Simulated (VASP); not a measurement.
Input of a VASP 6.6.1 run:

Contents of POSCAR:

```
NaCl
1.0
    4.6733645292      0.0000000000      0.0000000000
   -2.3366822646      4.0472524035      0.0000000000
    0.0000000000      0.0000000000      5.5135034940
Na Cl
2 2
Direct
    0.3333333333      0.6666666667      0.2500000000
    0.6666666667      0.3333333333      0.7500000000
    0.6666666667      0.3333333333      0.2500000000
    0.3333333333      0.6666666667      0.7500000000
```

Contents of INCAR.step1:

```
ALGO = Normal ; EDIFF = 1E-4
ENCUT = 520 ; GGA = PE
ISMEAR = 0 ; LASPH = True
LCHARG = False ; LREAL = False
LWAVE = True ; NBANDS = 22
NELM = 60 ; PREC = Accurate
SIGMA = 0.01
```

The input INCAR.step2:

```
ALGO = Normal ; EDIFF = 1E-6
ENCUT = 520 ; ISIF = 2
ISMEAR = 0 ; ISTART = 1
LASPH = True ; LCHARG = False
LMIXTAU = True ; LREAL = False
LWAVE = False ; METAGGA = R2SCAN
NBANDS = 22 ; NELM = 60
PREC = Accurate ; SIGMA = 0.01
```

The input KPOINTS:

```
k-points
0
Gamma
  6 6 4
```

Potentials or basis: VASP PAW PBE potentials, release 64 (Na_pv, Cl).

Command:

```bash
$ cat potpaw_PBE.64/Na_pv/POTCAR potpaw_PBE.64/Cl/POTCAR > POTCAR
$ cp INCAR.step1 INCAR
$ mpirun -np 1 vasp_std > vasp.out
$ cp INCAR.step2 INCAR
$ mpirun -np 1 vasp_std > vasp.out
```

Predict the pressure.

0.5 GPa.

What does it give for the band gap on the k mesh?

5.54 eV.

Caveat: the PAW data sets were made with another functional, which shifts forces and pressure a little.
